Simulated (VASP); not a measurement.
# SnTe (Fm-3m) in VASP: notebook, part 2 of 2

VASP 6.6.1.

### Step 3. Relaxation of cell and atoms, revPBE+D4

The input, INCAR:

```
SYSTEM = SnTe
PREC = Accurate
ENCUT = 600
EDIFF = 1E-6
ISMEAR = -1
SIGMA = 0.05
LREAL = .False.
LASPH = .True.
NELM = 100
ALGO = Normal
ISIF = 3
LWAVE = .False.
LCHARG = .False.
GGA = RE
IVDW = 13
IBRION = 2
NSW = 60
EDIFFG = -0.01
```

The input, KPOINTS:

```
regular mesh
0
Gamma
  7 7 7
  0 0 0
```

The input, POSCAR:

```
SnTe
1.0
    0.0000000000      3.1508500000      3.1508500000
    3.1508500000      0.0000000000      3.1508500000
    3.1508500000      3.1508500000      0.0000000000
Te Sn
1 1
Direct
    0.5000000000      0.5000000000      0.5000000000
    0.0000000000      0.0000000000      0.0000000000
```

Potentials or basis: VASP PAW PBE potentials, release 64 (Te, Sn_d).

Run with:

```sh
$ cat potpaw_PBE.64/Te/POTCAR potpaw_PBE.64/Sn_d/POTCAR > POTCAR
$ mpirun -np 1 vasp_std > vasp.out
```

OUTCAR:

```text
SYSTEM = SnTe
   PREC = Accurate
   ENCUT = 600
   EDIFF = 1E-6
   ISMEAR = -1
   LREAL = .False.
   LASPH = .True.
   NELM = 100
   ISIF = 3
   GGA = RE
   IVDW = 13
   IBRION = 2
   NSW = 60
   EDIFFG = -0.01

 ion  position               nearest neighbor table
   1  0.500  0.500  0.500-   2 3.15   2 3.15   2 3.15   2 3.15   2 3.15   2 3.15
   2  0.000  0.000  0.000-   1 3.15   1 3.15   1 3.15   1 3.15   1 3.15   1 3.15

  LATTYP: Found a face centered cubic cell.
 ALAT       =     6.3017000000

  Lattice vectors:

 A1 = (   0.0000000000,   3.1508500000,   3.1508500000)
 A2 = (   3.1508500000,   0.0000000000,   3.1508500000)
 A3 = (   3.1508500000,   3.1508500000,   0.0000000000)

Analysis of symmetry for initial positions (statically):
[... 33 lines left out ...]
                                     Primitive cell

  volume of cell :      62.5624

  direct lattice vectors                    reciprocal lattice vectors
     0.000000000  3.150850000  3.150850000    -0.158687338  0.158687338  0.158687338
     3.150850000  0.000000000  3.150850000     0.158687338 -0.158687338  0.158687338
     3.150850000  3.150850000  0.000000000     0.158687338  0.158687338 -0.158687338

  length of vectors
     4.455974803  4.455974803  4.455974803     0.274854533  0.274854533  0.274854533

  position of ions in fractional coordinates (direct lattice)
     0.500000000  0.500000000  0.500000000
     0.000000000  0.000000000  0.000000000

  ion indices of the primitive-cell ions
   primitive index   ion index
                 1           1
                 2           2

----------------------------------------------------------------------------------------

 KPOINTS: regular mesh

Automatic generation of k-mesh.
 Grid dimensions read from file:
 generate k-points for:    7    7    7

 Generating k-lattice:

  Cartesian coordinates                     Fractional coordinates (reciprocal lattice)
    -0.022669620  0.022669620  0.022669620     0.142857143  0.000000000  0.000000000
     0.022669620 -0.022669620  0.022669620     0.000000000  0.142857143  0.000000000
     0.022669620  0.022669620 -0.022669620     0.000000000  0.000000000  0.142857143

  Length of vectors
     0.039264933  0.039264933  0.039264933

  Shift w.r.t. Gamma in fractional coordinates (k-lattice)
     0.000000000  0.000000000  0.000000000

 Subroutine IBZKPT returns following result:
 ===========================================

 Found     20 irreducible k-points:

 Following reciprocal coordinates:
            Coordinates               Weight
  0.000000  0.000000  0.000000      1.000000
  0.142857  0.000000  0.000000      8.000000
  0.285714  0.000000  0.000000      8.000000
  0.428571  0.000000  0.000000      8.000000
  0.142857  0.142857  0.000000      6.000000
  0.285714  0.142857  0.000000     24.000000
[... 12 lines left out ...]
 -0.428571  0.428571  0.142857     24.000000
 -0.285714  0.428571  0.142857     24.000000
   k-points           NKPTS =     20   k-points in BZ     NKDIM =     20   number of bands    NBANDS=     14
   number of dos      NEDOS =    301   number of ions     NIONS =      2
   total plane-waves  NPLWV =  46656
   dimension x,y,z NGX =    36 NGY =   36 NGZ =   36
   dimension x,y,z NGXF=    72 NGYF=   72 NGZF=   72
   ions per type =               1   1
   NGX,Y,Z   is equivalent  to a cutoff of  13.43, 13.43, 13.43 a.u.
   NGXF,Y,Z  is equivalent  to a cutoff of  26.86, 26.86, 26.86 a.u.
 SYSTEM =  SnTe
   PREC   = accura    normal or accurate (medium, high low for compatibility)
   ISTART =      0    job   : 0-new  1-cont  2-samecut
   ICHARG =      2    charge: 1-file 2-atom 10-const
   ISPIN  =      1    spin polarized calculation?
   LNONCOLLINEAR =      F non collinear calculations
   LSORBIT =      F    spin-orbit coupling
   LASPH  =      T    aspherical Exc in radial PAW
   ENCUT  =  600.0 eV  44.10 Ry    6.64 a.u.   8.90  8.90  8.90*2*pi/ulx,y,z
   NELM   =    100;   NELMIN=  2; NELMDL= -5     # of ELM steps
   EDIFF  = 0.1E-05   stopping-criterion for ELM
   LREAL  =      F    real-space projection
   EDIFFG = -.1E-01   stopping-criterion for IOM
   NSW    =     60    number of steps for IOM
   IBRION =      2    ionic relax: 0-MD 1-quasi-New 2-CG
   NFREE  =      1    steps in history (QN), initial steepest desc. (CG)
   ISIF   =      3    stress and relaxation
   ISYM   =      2    0-nonsym 1-usesym 2-fastsym
   POTIM  = 0.5000    time-step for ionic-motion
   TEBEG  =    0.0;   TEEND  =   0.0 temperature during run
   PSTRESS=    0.0 pullay stress
   NELECT =      20.0000    total number of electrons
   NUPDOWN=      -1.0000    fix difference up-down
   EMIN   =  10.00;   EMAX   =-10.00  energy-range for DOS
   EFERMI =   0.00;   METHOD = LEGACY
   ISMEAR =    -1;   SIGMA  =   0.05  broadening in eV -4-tet -1-fermi 0-gaus
   EFERMI_NEDOS =   21; number of points for ismear=-14 and -15
   IALGO  =     38    algorithm
   IMIX   =      4    mixing-type and parameters
     AMIX     =   0.40;   BMIX     =  1.00
     AMIX_MAG =   1.60;   BMIX_MAG =  1.00
  volume/ion in A,a.u.               =      31.28       211.10
  Fermi-wavevector in a.u.,A,eV,Ry     =   1.119387  2.115336 17.048485  1.253028
  Thomas-Fermi vector in A             =   2.256026
   LORBIT       =      0    0 simple, 1 ext, 2 COOP (PROOUT), +10 PAW based schemes
   GGA     = RE    functional components
   LHFCALC =     F    Hartree Fock is set to
   AEXX    =    0.0000 exact exchange contribution
   IVDW    =    13    specifies the selected vdW correction
   LEPSILON=     F    determine dielectric tensor
   LRPA    =     F    only Hartree local field effects (RPA)
 conjugate gradient relaxation of ions
 non-spin polarized calculation
  energy-cutoff  :      600.00
  volume of cell :       62.56
 maximum number of plane-waves:      2106
   NGX = 17   NGY = 17   NGZ = 17

--------------------------------------- Ionic step        1  -------------------------------------------

 number of electron      19.9999998 magnetization

 Free energy of the ion-electron system (eV)
  ---------------------------------------------------
  ext. energy  EPLUGINS =         0.00000000
  ---------------------------------------------------
  free energy    TOTEN  =        -6.92035611 eV

  energy without entropy =       -6.92028106  energy(sigma->0) =       -6.92031858

------------------------ aborting loop because EDIFF is reached ----------------------------------------

  DFT-D4 for vdW energy calculation

  Edisp (eV):   -1.37146

  FORCE on cell =-STRESS in cart. coord.  units (eV):
  Direction    XX          YY          ZZ          XY          YZ          ZX
  --------------------------------------------------------------------------------------
  -------------------------------------------------------------------------------------
  Total      -0.13141    -0.13141    -0.13141    -0.00000     0.00000     0.00000
  in kB      -3.36529    -3.36529    -3.36529    -0.00000     0.00000     0.00000
  external pressure =       -3.37 kB  Pullay stress =        0.00 kB
[... 61 lines left out ...]
  energy  without entropy=       -8.2920117189  energy(sigma->0) =       -8.29205242

--------------------------------------- Ionic step        3  -------------------------------------------

 number of electron      19.9999998 magnetization

 Free energy of the ion-electron system (eV)
  ---------------------------------------------------
  ext. energy  EPLUGINS =         0.00000000
  ---------------------------------------------------
  free energy    TOTEN  =        -6.91235375 eV

  energy without entropy =       -6.91227485  energy(sigma->0) =       -6.91231430

 E-fermi :   7.2129     XC(G=0):  -9.4497

 val. band max:        6.9020216120   @ k =   0.4286   0.0000   0.0000
 cond. band min:       7.5657538482   @ k =   0.4286   0.0000   0.0000
 fundamental gap:      0.6637322362
 Fermi energy:         7.2129391062

 k-point     1 :       0.0000    0.0000    0.0000
  band No.  band energies     occupation
      1     -14.8452      2.00000
      2     -14.8452      2.00000
      3     -14.8407      2.00000
      4     -14.8407      2.00000
      5     -14.8407      2.00000
      6      -5.7286      2.00000
      7       2.5032      2.00000
      8       4.9413      2.00000
      9       4.9413      2.00000
     10       4.9413      2.00000
     11      10.4987      0.00000
     12      10.4987      0.00000
     13      10.4987      0.00000
     14      11.8505      0.00000
[... 354 lines left out ...]
  FREE ENERGIE OF THE ION-ELECTRON SYSTEM (eV)
  ---------------------------------------------------
  free  energy   TOTEN  =        -8.2921714422 eV

  energy  without entropy=       -8.2920925429  energy(sigma->0) =       -8.29213199

 reached required accuracy - stopping structural energy minimisation
```

CONTCAR:

```text
SnTe
   1.00000000000000
    -0.0000000000000000    3.1445084426195771    3.1445084426195771
     3.1445084426195771    0.0000000000000000    3.1445084426195771
     3.1445084426195771    3.1445084426195771    0.0000000000000000
  Te              Sn
     1     1
Direct
     0.5000000000000000    0.5000000000000000    0.5000000000000000
     0.0000000000000000    0.0000000000000000    0.0000000000000000

  0.00000000E+00  0.00000000E+00  0.00000000E+00
  0.00000000E+00  0.00000000E+00  0.00000000E+00
```

Wall time 51 s (1 thread of Intel Xeon Platinum 8375C at 2.90GHz (Ice Lake), shared host); peak memory 0.21 GiB.

What came out:

| Quantity | Value |
| --- | --- |
| Free energy | -8.2922 eV |
| Relaxed volume | 31.09 Å³/atom |
| Relaxed cell | a = 4.447 Å, b = 4.447 Å, c = 4.447 Å, α = 60.00°, β = 60.00°, γ = 60.00° |
| Space group after relaxing (to 0.05 Å) | Fm-3m (No. 225) |
| Energy gained by relaxing | 0.2 meV/atom |
| Ionic steps | 3 |
| Pressure after relaxing | 0.0 GPa |
| Dispersion energy per atom | -0.690 eV |

The path:
| step | energy change (eV) | largest force (eV/Å) | pressure (GPa) | volume (Å³) |
| --- | --- | --- | --- | --- |
| 1 | 0.0000 | 0.0000 | -0.34 | 62.56 |
| 2 | -0.0003 | 0.0000 | 0.15 | 61.97 |
| 3 | -0.0004 | 0.0000 | -0.01 | 62.19 |

Final structure:
```cif
data_structure
_symmetry_space_group_name_H-M 'P 1'
_symmetry_Int_Tables_number 1
_cell_length_a 4.4470
_cell_length_b 4.4470
_cell_length_c 4.4470
_cell_angle_alpha 60.000
_cell_angle_beta 60.000
_cell_angle_gamma 60.000
_cell_volume 62.19
loop_
_atom_site_label
_atom_site_type_symbol
_atom_site_fract_x
_atom_site_fract_y
_atom_site_fract_z
_atom_site_occupancy
Te1 Te 0.50000 0.50000 0.50000 1
Sn1 Sn 0.00000 0.00000 0.00000 1
```

Caveat: this odd mesh misses L, where the gap lies, so gap, dielectric constants and Born charges aren't listed; the PAW data sets were made with another functional, which shifts forces and pressure a little; spin-orbit coupling is left out, which moves the levels of the heavy elements.
